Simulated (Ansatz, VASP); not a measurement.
# AlN: VASP beside Ansatz

File INCAR:

```
ALGO     = Normal         # electronic algorithm
EDIFF    = 1E-6           # SCF threshold, eV
ENCUT    = 520            # plane-wave cutoff, eV
GGA      = PS             # functional
ISIF     = 2              # what is computed and relaxed
ISMEAR   = 0              # smearing method
LASPH    = T              # aspherical terms in the spheres
LCHARG   = T              # write CHGCAR
LELF     = T              # ELF
LREAL    = F              # projectors in reciprocal space
LVHAR    = T            
LWAVE    = F              # write WAVECAR
NBANDS   = 16             # bands
NELM     = 100            # most SCF steps
PREC     = Accurate       # precision mode
SIGMA    = 0.05           # smearing width, eV
```

Contents of KPOINTS:

```
k-points
0
Gamma
  9 9 6
```

Contents of POSCAR:

```
AlN
1.0
    3.2222000000      0.0000000000      0.0000000000
   -1.6111000000      2.7905070561      0.0000000000
    0.0000000000      0.0000000000      4.0158000000
Al N
2 2
Direct
    0.3333333333      0.6666666667      0.7500000000
    0.6666666667      0.3333333333      0.2500000000
    0.3333333333      0.6666666667      0.2500000000
    0.6666666667      0.3333333333      0.7500000000
```

Input for Ansatz:

```yaml
crystal:
  lattice:
    - [3.2222, 0.0, 0.0]
    - [-1.6111, 2.7905070561, 0.0]
    - [0.0, 0.0, 4.0158]
  atoms:
    - { symbol: Al, position: [0.3333333333, 0.6666666667, 0.75] }
    - { symbol: Al, position: [0.6666666667, 0.3333333333, 0.25] }
    - { symbol: "N", position: [0.3333333333, 0.6666666667, 0.25] }
    - { symbol: "N", position: [0.6666666667, 0.3333333333, 0.75] }
basis:
  ecutwfc: 520.0
kpoints:
  mp_grid: { grid: [9, 9, 6] }
hamiltonian:
  xc: pbesol
  pseudopotentials: { kind: paw, azcp: { folder: soft_1 } }
scf:
  occupations: { method: gaussian, width: 0.05 }
output:
  forces: true
  stress: true
  eigenvalues: true
  write_density: true
  write_potential: true
  elf: true
  volumetric_format: npy
```

Alike in both runs: task single point; functional PBEsol; k mesh 9 × 9 × 6; occupations gaussian, width 0.05 eV; no spin polarisation.

```csv
,VASP,Ansatz
version,VASP 6.6.1,Ansatz 0.2.0
potentials or method,"VASP PAW PBE potentials, release 64 (Al, N), cutoff 520 eV","scalar-relativistic, plane waves, PAW"
valence electrons in the cell,16,16
```

Ansatz gave:

* gap on the k mesh at the Fermi level (eV): 3.91
* least direct gap on the mesh (eV): 3.91
* pressure (GPa): 19.7
* traceless stress, the component that is largest in VASP (GPa): -0.78

Estimate VASP's values.

gap on the k mesh at the Fermi level (eV): 3.92; least direct gap on the mesh (eV): 3.92; pressure (GPa): 19.8; traceless stress, the component that is largest in VASP (GPa): -0.79.

VASP's potentials were made for PBE, not for PBEsol, and Ansatz warns of the same on its side.
